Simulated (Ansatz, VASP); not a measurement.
**Two plane-wave programs on BiTe**

File INCAR:

```
PREC = Accurate
ENCUT = 520
EDIFF = 1E-6
ISMEAR = 0
SIGMA = 0.15
LREAL = F
LASPH = T
NELM = 100
ALGO = Normal
ISIF = 2
LWAVE = F
LCHARG = F
GGA = PE
NBANDS = 18
```

File KPOINTS:

```
Automatic mesh
0
Gamma
  16 16 16
```

File POSCAR:

```
BiTe
1.0
    0.0000000000      3.1536583361      3.2024262485
    3.1536583361      0.0000000000      3.2024262485
    3.1536583361      3.1536583361      0.0000000000
Bi Te
1 1
Direct
    0.0000000000      0.0000000000      0.0000000000
    0.5000000000      0.5000000000      0.5000000000
```

Input for Ansatz:

```yaml
crystal:
  lattice:
    - [0.0, 3.1536583361, 3.2024262485]
    - [3.1536583361, 0.0, 3.2024262485]
    - [3.1536583361, 3.1536583361, 0.0]
  atoms:
    - { symbol: Bi, position: [0.0, 0.0, 0.0] }
    - { symbol: Te, position: [0.5, 0.5, 0.5] }
basis:
  ecutwfc: 420
kpoints:
  mp_grid: { grid: [16, 16, 16] }
hamiltonian:
  xc: pbe
scf:
  occupations: { method: gaussian, width: 0.15 }
output:
  forces: true
  stress: true
  eigenvalues: true
```

Change from the starting cell: strain -0.030 along x and y, -0.015 along z, atoms carried along.

Alike in both runs: task single point; functional PBE; k mesh 16 × 16 × 16; occupations gaussian, width 0.15 eV; no spin polarisation.

|  | VASP | Ansatz |
| --- | --- | --- |
| version | VASP 6.6.1 | Ansatz 0.2.0 |
| potentials or method | VASP PAW PBE potentials, release 64 (Bi_d, Te), cutoff 520 eV | scalar-relativistic, plane waves, PAW |
| valence electrons in the cell | 21 | 31 |

|  | VASP | Ansatz | Ansatz less VASP |
| --- | --- | --- | --- |
| gap on the k mesh at the Fermi level (eV) | none | none | - |
| pressure (GPa) | 4.3 | 4.3 | +0.05 |
| traceless stress, the component that is largest in VASP (GPa) | -1.11 | -1.11 | -0.002 |

A gap of «none» marks a metal or a gap that the smearing closes. The functional is the same, so the differences come from potentials, cutoffs and numerics. VASP's potentials hold 21 valence electrons a cell and Ansatz's 31, so a difference there can come from the potentials and not from the codes.

Neither program's run includes spin-orbit coupling.
